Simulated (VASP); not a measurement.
Input of a VASP 6.6.1 run:

Contents of INCAR:

```
  ALGO = Fast
  EDIFF = 1E-6
  EDIFFG = -0.04
  ENCUT = 600
  GGA = PE
  IBRION = 2
  ISIF = 3
  ISMEAR = 0
  LASPH = True
  LCHARG = False
  LREAL = False
  LWAVE = False
  NELM = 100
  NSW = 90
  PREC = Accurate
  SIGMA = 0.1
```

KPOINTS

```
k-points
0
Gamma
  6 6 4
```

The input POSCAR:

```
Al3GaIr
1.0
    4.1612209500      0.0000000000      0.0000000000
   -2.0806104700      3.6037230500      0.0000000000
    0.0000000000      0.0000000000      6.5664206000
Al Ga Ir
3 1 1
Direct
    0.0000000000      0.0000000000      0.0044930000
    0.3333333300      0.6666666700      0.3649359900
    0.6666666700      0.3333333300      0.6258559800
    0.6666666700      0.3333333300      0.2250700000
    0.3333333300      0.6666666700      0.7796450300
```

Potentials or basis: VASP PAW PBE potentials, release 64 (Al, Ga_d, Ir).

The run is started by

```bash
$ cat potpaw_PBE.64/Al/POTCAR potpaw_PBE.64/Ga_d/POTCAR potpaw_PBE.64/Ir/POTCAR > POTCAR
$ mpirun -np 1 vasp_std > vasp.out
```

(1) Estimate the space group after relaxing (to 0.05 Å).

(2) Predict the relaxed cell.

(3) Estimate the relaxed volume.

## Answers

(1) P3m1 (No. 156).

(2) a = 4.326 Å, b = 4.326 Å, c = 5.151 Å, α = 90.00°, β = 90.00°, γ = 120.00°.

(3) 16.69 Å³/atom.

Caveat: the volume moved by over 15 % at a fixed basis, so the end points are rough.
